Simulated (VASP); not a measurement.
Set up this calculation in VASP 6.6.1, as the native input.

```yaml
Task: single point
Functional: LDA
Potentials_or_basis: VASP PAW LDA potentials, release 64 (Y_sv)
Cutoff: 520 eV
k_mesh: 16 × 16 × 8
Occupations: fermi-dirac, width 0.1 eV
Spin: no spin polarisation
Dipole_correction: no
Further_INCAR_settings: ALGO = Normal; EDIFF = 1e-07; NBANDS = 18
```

The structure of Y lies in POSCAR:

```
Y
1.0
    3.4407273842      0.0000000000      0.0000000000
   -1.7203636921      2.9797573222      0.0000000000
    0.0000000000      0.0000000000      5.4022156792
Y
2
Direct
    0.3333333333      0.6666666667      0.2500000000
    0.6666666667      0.3333333333      0.7500000000
```

One way to write it, as run:

INCAR

```
PREC     = Accurate       # precision mode
ENCUT    = 520            # plane-wave cutoff, eV
EDIFF    = 1E-7           # SCF threshold, eV
ISMEAR   = -1             # smearing method
SIGMA    = 0.1            # smearing width, eV
LREAL    = False          # projectors in reciprocal space
LASPH    = True           # aspherical terms in the spheres
NELM     = 80             # most SCF steps
ALGO     = Normal         # electronic algorithm
ISIF     = 2              # what is computed and relaxed
LWAVE    = False          # write WAVECAR
LCHARG   = False          # write CHGCAR
GGA      = CA             # functional
NBANDS   = 18             # bands
```

KPOINTS

```
regular mesh
0
Gamma
  16 16 8
```

Potentials or basis: VASP PAW LDA potentials, release 64 (Y_sv).

Launch:

```bash
$ cat potpaw_LDA.64/Y_sv/POTCAR > POTCAR
$ mpirun -np 1 vasp_std > vasp.out
```

It gave:

| Property | Result |
| --- | --- |
| Pressure | 3.8 GPa |
| Band gap on the k mesh | zero (bands 11 and 12 overlap by 1.98 eV) |

Caveat: the cell stands under pressure.

It took 3.3 min on 1 thread of Intel Xeon 8259CL, with other jobs on the host, peak memory 0.27 GiB.
